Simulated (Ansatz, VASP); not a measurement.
## Ti: VASP beside Ansatz

```
CELL_PARAMETERS angstrom
5.20809 0.00000 0.00000
0.00000 5.20809 0.00000
0.00000 0.00000 5.20809
ATOMIC_POSITIONS crystal
Ti 0.00000 0.00000 0.00000
Ti 0.50000 0.50000 0.50000
Ti 0.25000 0.00000 0.50000
Ti 0.75000 0.00000 0.50000
Ti 0.50000 0.25000 0.00000
Ti 0.50000 0.75000 0.00000
Ti 0.00000 0.50000 0.25000
Ti 0.00000 0.50000 0.75000
```

Alike in both runs: task relaxation of cell and atoms; functional PBE; k mesh 5 × 5 × 5; occupations fermi-dirac, width 0.1 eV; no spin polarisation.

|  | VASP | Ansatz |
| --- | --- | --- |
| version | VASP 6.6.1 | Ansatz 0.2.0 |
| potentials or method | VASP PAW PBE potentials, release 64 (Ti_sv), cutoff 500 eV | plane waves (420 eV) with PAW, scalar-relativistic |
| valence electrons in the cell | 96 | 96 |

|  | VASP | Ansatz | Ansatz less VASP |
| --- | --- | --- | --- |
| relaxed volume (Å³/atom) | 17.47 | 17.52 | +0.048 |
| relaxed cell length with the largest relative difference (Å) | 5.189 | 5.194 | +0.0047 |
